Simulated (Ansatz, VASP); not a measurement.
**Two plane-wave programs on C**

POSCAR

```
C
1.0
   -2.1268362731      1.2279462884      0.0110113261
   -2.1268362731     -1.2279462884      0.0110113261
   -0.6459339296      0.0000000000     10.6088559003
C
6
Direct
    0.0277756666      0.0277756666      0.8333543263
    0.4722201110      0.4722201110      0.1666876596
    0.7499978888      0.7499978888      0.5000209930
    0.1388854445      0.1388854445      0.1666790070
    0.4166632223      0.4166632223      0.5000123404
    0.6944410001      0.6944410001      0.8333456737
```

The input INCAR.step1:

```
  PREC = Accurate
  ENCUT = 520
  ISMEAR = 0
  SIGMA = 0.05
  LREAL = False
  LASPH = True
  NELM = 60
  NBANDS = 21
  GGA = PE
  ALGO = Normal
  EDIFF = 1E-4
  LWAVE = True
  LCHARG = False
```

File INCAR.step2:

```
  PREC = Accurate
  ENCUT = 520
  EDIFF = 1E-6
  ISMEAR = 0
  SIGMA = 0.05
  LREAL = False
  LASPH = True
  NELM = 60
  ALGO = Normal
  ISIF = 2
  LWAVE = False
  LCHARG = True
  METAGGA = R2SCAN
  LMIXTAU = True
  LELF = True
  LVHAR = True
  NBANDS = 21
  ISTART = 1
```

Contents of KPOINTS:

```
regular mesh
0
Gamma
  12 12 3
```

Input for Ansatz:

```yaml
crystal:
  lattice:
    - [-2.1268362731, 1.2279462884, 0.0110113261]
    - [-2.1268362731, -1.2279462884, 0.0110113261]
    - [-0.6459339296, 0.0, 10.6088559003]
  atoms:
    - { symbol: C, position: [0.0277756666, 0.0277756666, 0.8333543263] }
    - { symbol: C, position: [0.472220111, 0.472220111, 0.1666876596] }
    - { symbol: C, position: [0.7499978888, 0.7499978888, 0.500020993] }
    - { symbol: C, position: [0.1388854445, 0.1388854445, 0.166679007] }
    - { symbol: C, position: [0.4166632223, 0.4166632223, 0.5000123404] }
    - { symbol: C, position: [0.6944410001, 0.6944410001, 0.8333456737] }
basis:
  ecutwfc: 500
kpoints:
  mp_grid: { grid: [12, 12, 3] }
hamiltonian:
  xc: r2scan
scf:
  occupations: { method: gaussian, width: 0.05 }
output:
  forces: true
  stress: true
  eigenvalues: true
```

Alike in both runs: task single point; functional r2SCAN; k mesh 12 × 12 × 3; occupations gaussian, width 0.05 eV; no spin polarisation.

|  | VASP | Ansatz |
| --- | --- | --- |
| version | VASP 6.6.1 | Ansatz 0.2.0 |
| potentials or method | VASP PAW PBE potentials, release 64 (C), cutoff 520 eV | scalar-relativistic, plane waves, PAW |
| valence electrons in the cell | 24 | 24 |

```tsv
	VASP	Ansatz	Ansatz less VASP
gap on the k mesh at the Fermi level (eV)	0.30	0.30	0.000
least direct gap on the mesh (eV)	0.30	0.30	0.000
pressure (GPa)	0.6	0.0	-0.64
traceless stress, the component that is largest in VASP (GPa)	-0.91	-0.16	+0.745
rms of the force components (eV/Å)	0.005	0.005	0.0000
```

VASP's potentials were made for PBE, not for r2SCAN. Atom by atom the forces differ by 0.000 eV/Å (rms over components). The functional is the same, so the differences come from potentials, cutoffs and numerics.
